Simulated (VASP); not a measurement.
# SiNi (NiAs type) (P6_3/mmc) in VASP: relaxation of cell and atoms with PBE

Aim: the relaxation of cell and atoms of SiNi (NiAs type) with PBE.

All numbers are computed with VASP 6.6.1; they aren't measurements. Logs are shortened: lines on timing, memory, paths and dates and some standing lists are left out, and cuts for length are marked.

**1. The cell of the first run**

Symmetry: P6_3/mmc, No. 194, hexagonal system. The conventional cell has a = 2.909 Å, b = 2.909 Å, c = 4.508 Å, α = 90.00°, β = 90.00°, γ = 120.00°. Ni (site symmetry -3m) has 6 Si at 2.02 Å and 2 Ni at 2.25 Å within 2.7 Å. Within 2.7 Å of Si (site symmetry -6m2) lie 6 Ni at 2.02 Å.

**2. Relaxation of cell and atoms, PBE, target pressure 190 GPa, at which the enthalpy is minimised**

Input file INCAR:

```
ALGO     = Normal         # electronic algorithm
EDIFF    = 1E-6           # SCF threshold, eV
EDIFFG   = -0.005         # ionic threshold
ENCUT    = 600            # plane-wave cutoff, eV
GGA      = PE             # functional
IBRION   = 2              # ionic algorithm
ISIF     = 3              # what is computed and relaxed
ISMEAR   = -1             # smearing method
LASPH    = T              # aspherical terms in the spheres
LCHARG   = F              # write CHGCAR
LREAL    = F              # projectors in reciprocal space
LWAVE    = F              # write WAVECAR
NELM     = 60             # most SCF steps
NSW      = 60             # ionic steps
PREC     = Accurate       # precision mode
PSTRESS  = 1900.0       
SIGMA    = 0.1            # smearing width, eV
```

Input file KPOINTS:

```
k-points
0
Gamma
  13 13 7
```

Input file POSCAR:

```
SiNi
1.0
    2.9085000834      0.0000000000      0.0000000000
   -1.4542500417      2.5188349591      0.0000000000
    0.0000000000      0.0000000000      4.5081751292
Ni Si
2 2
Direct
    0.0000000000      0.0000000000      0.0000000000
    0.0000000000      0.0000000000      0.5000000000
    0.3333333333      0.6666666667      0.2500000000
    0.6666666667      0.3333333333      0.7500000000
```

Potentials or basis: VASP PAW PBE potentials, release 64 (Ni, Si).

The run is started by

```console
> cat potpaw_PBE.64/Ni/POTCAR potpaw_PBE.64/Si/POTCAR > POTCAR
> mpirun -np 1 vasp_std > vasp.out
```

OUTCAR:

```text
EDIFF = 1E-6
   EDIFFG = -0.005
   ENCUT = 600
   GGA = PE
   IBRION = 2
   ISIF = 3
   ISMEAR = -1
   LASPH = T
   LREAL = F
   NELM = 60
   NSW = 60
   PREC = Accurate
   PSTRESS = 1900.0

 ion  position               nearest neighbor table
   1  0.000  0.000  0.000-   3 2.02   4 2.02   3 2.02   4 2.02   4 2.02   3 2.02   2 2.25   2 2.25

   2  0.000  0.000  0.500-   3 2.02   4 2.02   3 2.02   4 2.02   4 2.02   3 2.02   1 2.25   1 2.25

   3  0.333  0.667  0.250-   1 2.02   2 2.02   1 2.02   2 2.02   1 2.02   2 2.02   4 2.81   4 2.81
                             4 2.81   4 2.81   4 2.81   4 2.81
   4  0.667  0.333  0.750-   1 2.02   2 2.02   1 2.02   2 2.02   1 2.02   2 2.02   3 2.81   3 2.81
                             3 2.81   3 2.81   3 2.81   3 2.81

  LATTYP: Found a hexagonal cell.
 ALAT       =     2.9085000834
 C/A-ratio  =     1.5500000000

  Lattice vectors:

 A1 = (   2.9085000834,   0.0000000000,   0.0000000000)
 A2 = (  -1.4542500417,   2.5188349591,   0.0000000000)
 A3 = (   0.0000000000,   0.0000000000,   4.5081751292)

Analysis of symmetry for initial positions (statically):
=====================================================================
 Subroutine PRICEL returns:
 Original cell was already a primitive cell.

 Routine SETGRP: Setting up the symmetry group for a
 hexagonal supercell.

 Subroutine GETGRP returns: Found 24 space group operations
 (whereof 12 operations were pure point group operations)
 out of a pool of 24 trial point group operations.

The static configuration has the point symmetry D_3d.
 The point group associated with its full space group is D_6h.

Analysis of symmetry for dynamics (positions and initial velocities):
=====================================================================
 Subroutine PRICEL returns:
 Original cell was already a primitive cell.

 Routine SETGRP: Setting up the symmetry group for a
 hexagonal supercell.

 Subroutine GETGRP returns: Found 24 space group operations
 (whereof 12 operations were pure point group operations)
 out of a pool of 24 trial point group operations.

The dynamic configuration has the point symmetry D_3d.
 The point group associated with its full space group is D_6h.

 Subroutine INISYM returns: Found 24 space group operations
 (whereof 12 operations are pure point group operations),
 and found     1 'primitive' translations

----------------------------------------------------------------------------------------

                                     Primitive cell

  volume of cell :      33.0270

  direct lattice vectors                    reciprocal lattice vectors
     2.908500083  0.000000000  0.000000000     0.343819829  0.198504471  0.000000000
    -1.454250042  2.518834959  0.000000000     0.000000000  0.397008941  0.000000000
     0.000000000  0.000000000  4.508175129     0.000000000  0.000000000  0.221819244

  length of vectors
     2.908500083  2.908500083  4.508175129     0.397008941  0.397008941  0.221819244

  position of ions in fractional coordinates (direct lattice)
     0.000000000  0.000000000  0.000000000
     0.000000000  0.000000000  0.500000000
     0.333333333  0.666666667  0.250000000
     0.666666667  0.333333333  0.750000000

  ion indices of the primitive-cell ions
   primitive index   ion index
                 1           1
                 2           2
                 3           3
                 4           4

----------------------------------------------------------------------------------------

 KPOINTS: k-points

Automatic generation of k-mesh.
 Grid dimensions read from file:
 generate k-points for:   13   13    7

 Generating k-lattice:

  Cartesian coordinates                     Fractional coordinates (reciprocal lattice)
     0.026447679  0.015269575  0.000000000     0.076923077  0.000000000  0.000000000
     0.000000000  0.030539149  0.000000000     0.000000000  0.076923077  0.000000000
     0.000000000  0.000000000  0.031688463     0.000000000  0.000000000  0.142857143

  Length of vectors
     0.030539149  0.030539149  0.031688463

  Shift w.r.t. Gamma in fractional coordinates (k-lattice)
     0.000000000  0.000000000  0.000000000

 Subroutine IBZKPT returns following result:
 ===========================================

 Found     84 irreducible k-points:

 Following reciprocal coordinates:
            Coordinates               Weight
  0.000000  0.000000  0.000000      1.000000
  0.076923 -0.000000  0.000000      6.000000
  0.153846  0.000000  0.000000      6.000000
  0.230769  0.000000  0.000000      6.000000
  0.307692  0.000000  0.000000      6.000000
  0.384615 -0.000000  0.000000      6.000000
[... 16 lines left out ...]
  0.076923 -0.000000  0.142857     12.000000
  0.153846  0.000000  0.142857     12.000000
 [... further k-points ...]
   k-points           NKPTS =     84   k-points in BZ     NKDIM =     84   number of bands    NBANDS=     18
   number of dos      NEDOS =    301   number of ions     NIONS =      4
   total plane-waves  NPLWV =  20736
   dimension x,y,z NGX =    24 NGY =   24 NGZ =   36
   dimension x,y,z NGXF=    48 NGYF=   48 NGZF=   72
   ions per type =               2   2
   NGX,Y,Z   is equivalent  to a cutoff of  13.72, 13.72, 13.28 a.u.
   NGXF,Y,Z  is equivalent  to a cutoff of  27.44, 27.44, 26.55 a.u.
 SYSTEM =  unknown system
   PREC   = accura    normal or accurate (medium, high low for compatibility)
   ISTART =      0    job   : 0-new  1-cont  2-samecut
   ICHARG =      2    charge: 1-file 2-atom 10-const
   ISPIN  =      1    spin polarized calculation?
   LNONCOLLINEAR =      F non collinear calculations
   LSORBIT =      F    spin-orbit coupling
   LASPH  =      T    aspherical Exc in radial PAW
   ENCUT  =  600.0 eV  44.10 Ry    6.64 a.u.   5.81  5.81  9.00*2*pi/ulx,y,z
   NELM   =     60;   NELMIN=  2; NELMDL= -5     # of ELM steps
   EDIFF  = 0.1E-05   stopping-criterion for ELM
   LREAL  =      F    real-space projection
   EDIFFG = -.5E-02   stopping-criterion for IOM
   NSW    =     60    number of steps for IOM
   IBRION =      2    ionic relax: 0-MD 1-quasi-New 2-CG
   NFREE  =      1    steps in history (QN), initial steepest desc. (CG)
   ISIF   =      3    stress and relaxation
   ISYM   =      2    0-nonsym 1-usesym 2-fastsym
   POTIM  = 0.5000    time-step for ionic-motion
   TEBEG  =    0.0;   TEEND  =   0.0 temperature during run
   PSTRESS= 1900.0 pullay stress
   NELECT =      28.0000    total number of electrons
   NUPDOWN=      -1.0000    fix difference up-down
   EMIN   =  10.00;   EMAX   =-10.00  energy-range for DOS
   EFERMI =   0.00;   METHOD = LEGACY
   ISMEAR =    -1;   SIGMA  =   0.10  broadening in eV -4-tet -1-fermi 0-gaus
   EFERMI_NEDOS =   21; number of points for ismear=-14 and -15
   IALGO  =     38    algorithm
   IMIX   =      4    mixing-type and parameters
     AMIX     =   0.40;   BMIX     =  1.00
     AMIX_MAG =   1.60;   BMIX_MAG =  1.00
  volume/ion in A,a.u.               =       8.26        55.72
  Fermi-wavevector in a.u.,A,eV,Ry     =   1.549427  2.927992 32.663813  2.400723
  Thomas-Fermi vector in A             =   2.654235
   LORBIT       =      0    0 simple, 1 ext, 2 COOP (PROOUT), +10 PAW based schemes
   GGA     = PE    functional components
   LHFCALC =     F    Hartree Fock is set to
   AEXX    =    0.0000 exact exchange contribution
   IVDW    =     0    specifies the selected vdW correction
   LEPSILON=     F    determine dielectric tensor
   LRPA    =     F    only Hartree local field effects (RPA)
 conjugate gradient relaxation of ions
 non-spin polarized calculation
  energy-cutoff  :      600.00
  volume of cell :       33.03
 maximum number of plane-waves:      1115
 NGX is ok and might be reduce to    24
   NGX = 11   NGY = 11   NGZ = 19

--------------------------------------- Ionic step        1  -------------------------------------------

 number of electron      27.9999990 magnetization

 Free energy of the ion-electron system (eV)
  ---------------------------------------------------
  ext. energy  EPLUGINS =         0.00000000
  ---------------------------------------------------
  free energy    TOTEN  =       -15.94048472 eV

  energy without entropy =      -15.90566305  energy(sigma->0) =      -15.92307389

------------------------ aborting loop because EDIFF is reached ----------------------------------------

  FORCE on cell =-STRESS in cart. coord.  units (eV):
  Direction    XX          YY          ZZ          XY          YZ          ZX
  --------------------------------------------------------------------------------------
  -------------------------------------------------------------------------------------
  Total       39.7635241     39.7635241     38.0814220      0.0000000     -0.0000000     -0.0000000
  in kB     1928.9717976   1928.9717975   1847.3711936      0.0000000     -0.0000000     -0.0000000
  external PRESSURE =       1.7715962 kB  Pullay stress =    1900.0000000 kB
[... 103 lines left out ...]
  energy  without entropy=      -16.0464344722  energy(sigma->0) =      -16.06705964

  enthalpy is  TOTEN    =        23.1857857441 eV   P V=       39.2734705534

[... ionic steps 4 to 10 ...]

--------------------------------------- Ionic step       11  -------------------------------------------

 number of electron      28.0000024 magnetization

------------------------ aborting loop because EDIFF is reached ----------------------------------------
[... 75 lines left out ...]
--------------------------------------- Ionic step       13  -------------------------------------------

 number of electron      28.0000024 magnetization

 Free energy of the ion-electron system (eV)
  ---------------------------------------------------
  ext. energy  EPLUGINS =         0.00000000
  ---------------------------------------------------
  free energy    TOTEN  =       -16.09133325 eV

  energy without entropy =      -16.05011506  energy(sigma->0) =      -16.07072416

 E-fermi :  16.8587     XC(G=0): -14.1679

 val. band max:       16.8313292490   @ k =   0.3846   0.0769   0.2857
 cond. band min:      16.9029436115   @ k =   0.2308   0.0000   0.1429
 fundamental gap:      0.0716143624
 Fermi energy:        16.8587495360

 k-point     1 :       0.0000    0.0000    0.0000
  band No.  band energies     occupation
      1       0.5312      2.00000
      2       7.2970      2.00000
      3       8.1401      2.00000
      4      10.0518      2.00000
      5      10.1196      2.00000
      6      10.1196      2.00000
[... 481 lines left out ...]
      5      10.2629      2.00000
      6      10.2711      2.00000
[... 10 lines left out ...]
     17      23.5545      0.00000
     18      24.8087      0.00000

 [... further k-points ...]

------------------------ aborting loop because EDIFF is reached ----------------------------------------

  FORCE on cell =-STRESS in cart. coord.  units (eV):
  Direction    XX          YY          ZZ          XY          YZ          ZX
  --------------------------------------------------------------------------------------
  -------------------------------------------------------------------------------------
  Total       39.2582177     39.2582177     39.2802830      0.0000000      0.0000000     -0.0000000
  in kB     1899.0860546   1899.0860543   1900.1534487      0.0000000      0.0000000     -0.0000000
  external PRESSURE =      -0.5581475 kB  Pullay stress =    1900.0000000 kB
[... 23 lines left out ...]
  energy  without entropy=      -16.0501150594  energy(sigma->0) =      -16.07072416

  enthalpy is  TOTEN    =        23.1857776629 eV   P V=       39.2771109156

 reached required accuracy - stopping structural energy minimisation
```

It took 7.6 min on 1 thread of Intel Xeon 8259CL, shared host; peak memory 0.2 GiB.

Results:

```yaml
Free_energy: -16.0913 eV
Relaxed_volume: 8.28 Å³/atom
Relaxed_cell: a = 2.974 Å, b = 2.974 Å, c = 4.325 Å, α = 90.00°, β = 90.00°, γ = 120.00°
Space_group_after_relaxing_to_0.1_Å: P6_3/mmc (No. 194)
Energy_change_on_relaxing_the_run_minimises_the_enthalpy: -37.7 meV/atom
Ionic_steps: 13
Pressure_after_relaxing: 189.9 GPa
Band_gap_on_the_k_mesh: zero (bands 14 and 15 overlap by 7.38 eV)
```

Stress tensor (GPa, compression positive):
```
189.91   0.00   0.00
  0.00 189.91   0.00
  0.00   0.00 190.02
```

Step by step:
```csv
step,energy change (eV),largest force (eV/Å),pressure (GPa),volume (Å³)
1,0.0000,0.0000,190.18,33.03
2,-0.0660,0.0000,189.75,33.07
3,-0.1472,0.0000,190.01,33.12
4,-0.1485,0.0000,189.87,33.12
5,-0.0945,0.0000,191.17,33.07
6,-0.1415,0.0000,190.05,33.11
7,-0.1422,0.0000,189.92,33.11
8,-0.1416,0.0000,190.25,33.11
9,-0.1420,0.0000,190.01,33.11
10,-0.1418,0.0000,190.14,33.11
11,-0.1836,0.0000,189.31,33.15
12,-0.1468,0.0000,190.06,33.12
13,-0.1508,0.0000,189.94,33.12
```

Final structure:
```xyz
4
Lattice="2.9736 0.0000 0.0000 -1.4868 2.5752 0.0000 0.0000 0.0000 4.3250" Properties=species:S:1:pos:R:3 pbc="T T T"
Ni   -1.4868    2.5752    0.0000
Ni   -1.4868    2.5752    2.1625
Si    0.0000    1.7168    1.0813
Si    1.4868    0.8584    3.2438
```

Caveat: the cell is relaxed towards a set pressure, so the run minimises the enthalpy, not the energy. Spin polarisation is off, so any magnetic state and its effect on volume and gap are missing.
